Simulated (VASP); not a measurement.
Set up this calculation in VASP 6.6.1, as the native input.

* Task: single point
* Functional: r2SCAN
* Potentials or basis: VASP PAW PBE potentials, release 64 (Te, Mo_sv)
* Cutoff: 520 eV
* k mesh: 12 × 12 × 2
* Occupations: gaussian, width 0.02 eV
* Spin: no spin polarisation
* Dipole correction: no
* Further INCAR settings: ALGO = Normal; EDIFF = 1e-07; NBANDS = 35

The system is Te2Mo.

```
Te Mo
1.0
     3.49640    0.00000    0.00000
    -1.74820    3.02797    0.00000
     0.00000    0.00000   13.70084
Te Mo
4 2
Direct
  0.33333 0.66667 0.61734
  0.66667 0.33333 0.11734
  0.33333 0.66667 0.88266
  0.66667 0.33333 0.38266
  0.33333 0.66667 0.25000
  0.66667 0.33333 0.75000
```

The input as run:

POSCAR

```
Te2Mo
1.0
    3.4964011281      0.0000000000      0.0000000000
   -1.7482005640      3.0279721987      0.0000000000
    0.0000000000      0.0000000000     13.7008448591
Te Mo
4 2
Direct
    0.3333333333      0.6666666667      0.6173401535
    0.6666666667      0.3333333333      0.1173401535
    0.3333333333      0.6666666667      0.8826598465
    0.6666666667      0.3333333333      0.3826598465
    0.3333333333      0.6666666667      0.2500000000
    0.6666666667      0.3333333333      0.7500000000
```

INCAR.step1

```
SYSTEM = Te2Mo
  PREC = Accurate
  ENCUT = 520
  ISMEAR = 0
  SIGMA = 0.02
  LREAL = .FALSE.
  LASPH = .TRUE.
  NELM = 60
  NBANDS = 35
  GGA = PE
  ALGO = Normal
  EDIFF = 1E-4
  LWAVE = .TRUE.
  LCHARG = .FALSE.
```

INCAR.step2

```
SYSTEM = Te2Mo
  PREC = Accurate
  ENCUT = 520
  EDIFF = 1E-7
  ISMEAR = 0
  SIGMA = 0.02
  LREAL = .FALSE.
  LASPH = .TRUE.
  NELM = 60
  ALGO = Normal
  ISIF = 2
  LWAVE = .FALSE.
  LCHARG = .FALSE.
  METAGGA = R2SCAN
  LMIXTAU = .TRUE.
  NBANDS = 35
  ISTART = 1
```

KPOINTS

```
Automatic mesh
0
G
  12 12 2
  0 0 0
```

Potentials or basis: VASP PAW PBE potentials, release 64 (Te, Mo_sv).

Run with:

```bash
$ cat potpaw_PBE.64/Te/POTCAR potpaw_PBE.64/Mo_sv/POTCAR > POTCAR
$ cp INCAR.step1 INCAR
$ mpirun -np 1 vasp_std > vasp.out
$ cp INCAR.step2 INCAR
$ mpirun -np 1 vasp_std > vasp.out
```

It gave:

| Item | Value |
| --- | --- |
| Pressure | 3.2 GPa |
| Largest force | 0.258 eV/Å |
| Band gap on the k mesh | 0.75 eV (least direct gap 1.16 eV) |

Caveat: the cell stands under pressure; semilocal functionals underestimate gaps, and a narrow one can read as zero; the PAW data sets were made with another functional, which shifts forces and pressure a little; spin-orbit coupling is left out, which moves the levels of the heavy elements.

Run time: 22 min on 1 thread of AMD EPYC 9755 128-Core Processor (shared host), peak memory 0.37 GiB.
